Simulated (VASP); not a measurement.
Input of a VASP 6.6.1 run:

Contents of POSCAR:

```
BeTe
1.0
    0.0000000000      2.8656607500      2.8656607500
    2.8656607500      0.0000000000      2.8656607500
    2.8656607500      2.8656607500      0.0000000000
Be Te
1 1
Direct
    0.0000000000      0.0000000000      0.0000000000
    0.2500000000      0.2500000000      0.2500000000
```

The input INCAR.step1:

```
PREC = Accurate
ENCUT = 520
ISMEAR = -1
SIGMA = 0.02
LREAL = F
LASPH = T
NELM = 100
GGA = PE
ALGO = Normal
EDIFF = 1E-4
LWAVE = T
LCHARG = F
```

File INCAR.step2:

```
PREC = Accurate
ENCUT = 520
EDIFF = 1E-6
ISMEAR = -1
SIGMA = 0.02
LREAL = F
LASPH = T
NELM = 100
ALGO = Normal
ISIF = 2
LWAVE = F
LCHARG = F
METAGGA = R2SCAN
LMIXTAU = T
IBRION = 2
NSW = 50
EDIFFG = -0.01
ISTART = 1
```

KPOINTS

```
regular mesh
0
Gamma
  8 8 8
```

Potentials or basis: VASP PAW PBE potentials, release 64 (Be, Te).

The run is started by

```sh
$ cat potpaw_PBE.64/Be/POTCAR potpaw_PBE.64/Te/POTCAR > POTCAR
$ cp INCAR.step1 INCAR
$ mpirun -np 1 vasp_std > vasp.out
$ cp INCAR.step2 INCAR
$ mpirun -np 1 vasp_std > vasp.out
```

**Question.** Estimate the band gap on the k mesh.

**Answer.** 2.46 eV, indirect (least direct gap 4.07 eV).

Final structure:
```
CELL_PARAMETERS angstrom
0.00000 2.86566 2.86566
2.86566 0.00000 2.86566
2.86566 2.86566 0.00000
ATOMIC_POSITIONS crystal
Be 0.00000 0.00000 0.00000
Te 0.25000 0.25000 0.25000
```

Caveat: the relaxation stopped at its first step, so nothing moved; spin-orbit coupling is left out, which moves the levels of the heavy elements. A k mesh can miss the band edges.
